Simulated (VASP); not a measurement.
MgS:

```
Mg S
1.0
     0.00000    2.80257    2.86964
     2.80257    0.00000    2.86964
     2.80257    2.80257    0.00000
Mg S
1 1
Cartesian
  0.0000 0.0000 0.0000
  1.4013 1.4013 1.4348
```

This cell differs from its parent crystal: epitaxial xy strain -1.0%.

Base run:

```yaml
Program: VASP 6.6.1
Functional: r2SCAN
Potentials_or_basis: VASP PAW PBE potentials, release 64 (Mg, S)
Cutoff: 520 eV
k_mesh: 8 × 8 × 8
Occupations: gaussian, width 0.01 eV
Spin: no spin polarisation
```

Its results: band gap on the k mesh 4.14 eV, direct; pressure 0.1 GPa.

Problem. The run is repeated on the same cell with these changes: functional from r2SCAN to PBE; k mesh from 8 × 8 × 8 to 4 × 4 × 4. What comes out?

Solution. Band gap on the k mesh 3.46 eV, direct; pressure 1.4 GPa.

Several settings changed at once, so the effect can't be laid on one alone.

Caveats: some runs use coarse meshes; the PAW data sets were made with another functional, which shifts forces and pressure a little (some runs).

A k mesh can miss the band edges.
